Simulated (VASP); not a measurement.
Wanted: the native input for a VASP 6.6.1 run.

```
Task                   : relaxation of cell and atoms
Functional             : PBE
Potentials or basis    : VASP PAW PBE potentials, release 64 (C)
Cutoff                 : 600 eV
k mesh                 : 23 × 23 × 13
Occupations            : fermi-dirac, width 0.1 eV
Spin                   : no spin polarisation
Target pressure        : 96 GPa
Dipole correction      : no
Further INCAR settings : ALGO = Normal; EDIFF = 1e-06; IBRION = 2; EDIFFG = -0.005; NSW = 32; ISIF = 3
```

The structure of C lies in POSCAR:

```
C
1.0
    1.6113866869      0.0000000000      0.0000000000
   -0.8056933435      1.3955018062      0.0000000000
    0.0000000000      0.0000000000      4.5542670609
C
2
Direct
    0.3333333333      0.6666666667      0.2500000000
    0.6666666667      0.3333333333      0.7500000000
```

One way to write it, as run:

INCAR

```
PREC     = Accurate       # precision mode
ENCUT    = 600            # plane-wave cutoff, eV
EDIFF    = 1E-6           # SCF threshold, eV
ISMEAR   = -1             # smearing method
SIGMA    = 0.1            # smearing width, eV
LREAL    = F              # projectors in reciprocal space
LASPH    = T              # aspherical terms in the spheres
NELM     = 80             # most SCF steps
ALGO     = Normal         # electronic algorithm
ISIF     = 3              # what is computed and relaxed
LWAVE    = F              # write WAVECAR
LCHARG   = F              # write CHGCAR
GGA      = PE             # functional
IBRION   = 2              # ionic algorithm
NSW      = 32             # ionic steps
EDIFFG   = -0.005         # ionic threshold
PSTRESS  = 960.0
```

KPOINTS

```
regular mesh
0
Gamma
  23 23 13
```

Potentials or basis: VASP PAW PBE potentials, release 64 (C).

The run is started by

```console
$ cat potpaw_PBE.64/C/POTCAR > POTCAR
$ mpirun -np 1 vasp_std > vasp.out
```

Results of the run:

```json
{
  "Relaxed volume": "5.12 Å³/atom",
  "Relaxed cell": "a = 1.611 Å, b = 1.611 Å, c = 4.553 Å, α = 90.00°, β = 90.00°, γ = 120.00°",
  "Space group after relaxing (to 0.1 Å)": "P6_3/mmc (No. 194)",
  "Energy change on relaxing (the run minimises the enthalpy)": "+3.2 meV/atom",
  "Ionic steps": "3",
  "Pressure after relaxing": "96.0 GPa",
  "Band gap on the k mesh": "zero (bands 4 and 5 overlap by 4.48 eV)"
}
```

Caveat: the cell is relaxed towards a set pressure, so the run minimises the enthalpy, not the energy.

It took 46 s on 1 thread of Intel Xeon 8259CL, on a shared host, peak memory 0.14 GiB.
